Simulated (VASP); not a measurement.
Ca2O, 6 atoms in the cell. It takes space group Fd-3m (No. 227, cubic). The conventional cell has a = 8.852 Å, b = 8.852 Å, c = 8.852 Å, α = 90.00°, β = 90.00°, γ = 90.00°. Within 4.1 Å of Ca (site symmetry -3m) lie 6 Ca at 3.13 Å and 6 O at 3.67 Å. Within 4.8 Å of O (site symmetry -43m) lie 12 Ca at 3.67 Å and 4 O at 3.83 Å. 

```yaml
Program: VASP 6.6.1
Task: relaxation of cell and atoms
Functional: PBE
Potentials_or_basis: VASP PAW PBE potentials, release 64 (Ca_sv, O)
Cutoff: 600 eV
k_mesh: 8 × 8 × 8
Occupations: gaussian, width 0.1 eV
Spin: no spin polarisation
Dipole_correction: no
Further_INCAR_settings: ALGO = Normal; EDIFF = 1e-07; IBRION = 2; EDIFFG = -0.01; NSW = 100; ISIF = 3
```

Potentials or basis: VASP PAW PBE potentials, release 64 (Ca_sv, O).

Command:

```sh
$ cat potpaw_PBE.64/Ca_sv/POTCAR potpaw_PBE.64/O/POTCAR > POTCAR
$ mpirun -np 1 vasp_std > vasp.out
```

Hardware: 1 thread of Intel(R) Xeon(R) 6975P-C (Granite Rapids), on a shared host.

How long does it take, and how much memory?

Run time: 3.7 min on 1 thread of Intel(R) Xeon(R) 6975P-C (Granite Rapids), on a shared host, peak memory 0.43 GiB. Counts: scf iterations 20, k points 29, ion steps 1.
